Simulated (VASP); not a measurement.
Wanted: the native input for a VASP 6.6.1 run.

```yaml
Task: single point
Functional: r2SCAN
Potentials_or_basis: VASP PAW PBE potentials, release 64 (Al)
Cutoff: 520 eV
k_mesh: 20 × 20 × 20
Occupations: gaussian, width 0.15 eV
Spin: no spin polarisation
Dipole_correction: no
Further_INCAR_settings: ALGO = Normal; EDIFF = 1e-07; NBANDS = 8
```

Crystal: Al.

```
CELL_PARAMETERS angstrom
0.00000 2.06446 2.02398
1.98350 0.00000 2.02398
1.98350 2.06446 0.00000
ATOMIC_POSITIONS crystal
Al 0.00000 0.00000 0.00000
```

This cell differs from its parent crystal: strain -0.0200 x Voigt [1, -1, 0, 0, 0, 0].

One way to write it, as run:

POSCAR

```
Al
1.0
    0.0000000000      2.0644596000      2.0239800000
    1.9835004000      0.0000000000      2.0239800000
    1.9835004000      2.0644596000      0.0000000000
Al
1
Direct
    0.0000000000      0.0000000000      0.0000000000
```

INCAR.step1

```
SYSTEM = Al
  ALGO = Normal
  EDIFF = 1E-4
  ENCUT = 520
  GGA = PE
  ISMEAR = 0
  LASPH = .TRUE.
  LCHARG = .FALSE.
  LREAL = .FALSE.
  LWAVE = .TRUE.
  NBANDS = 8
  NELM = 100
  PREC = Accurate
  SIGMA = 0.15
```

INCAR.step2

```
SYSTEM = Al
  ALGO = Normal
  EDIFF = 1E-7
  ENCUT = 520
  ISIF = 2
  ISMEAR = 0
  ISTART = 1
  LASPH = .TRUE.
  LCHARG = .FALSE.
  LMIXTAU = .TRUE.
  LREAL = .FALSE.
  LWAVE = .FALSE.
  METAGGA = R2SCAN
  NBANDS = 8
  NELM = 100
  PREC = Accurate
  SIGMA = 0.15
```

KPOINTS

```
k-points
0
G
  20 20 20
  0 0 0
```

Potentials or basis: VASP PAW PBE potentials, release 64 (Al).

Run with:

```sh
$ cat potpaw_PBE.64/Al/POTCAR > POTCAR
$ cp INCAR.step1 INCAR
$ mpirun -np 1 vasp_std > vasp.out
$ cp INCAR.step2 INCAR
$ mpirun -np 1 vasp_std > vasp.out
```

It gave:

* Pressure: -3.6 GPa
* Band gap on the k mesh: zero (an odd number of electrons rules out a gap without spin polarisation)

Caveat: the cell differs from its parent crystal (strain -0.0200 x Voigt [1, -1, 0, 0, 0, 0]); the cell stands under tension; the PAW data sets were made with another functional, which shifts forces and pressure a little.

It took 5.6 min on 1 thread of AMD EPYC 9R45 96-Core Processor (Zen 5), on a shared host, peak memory 0.22 GiB.
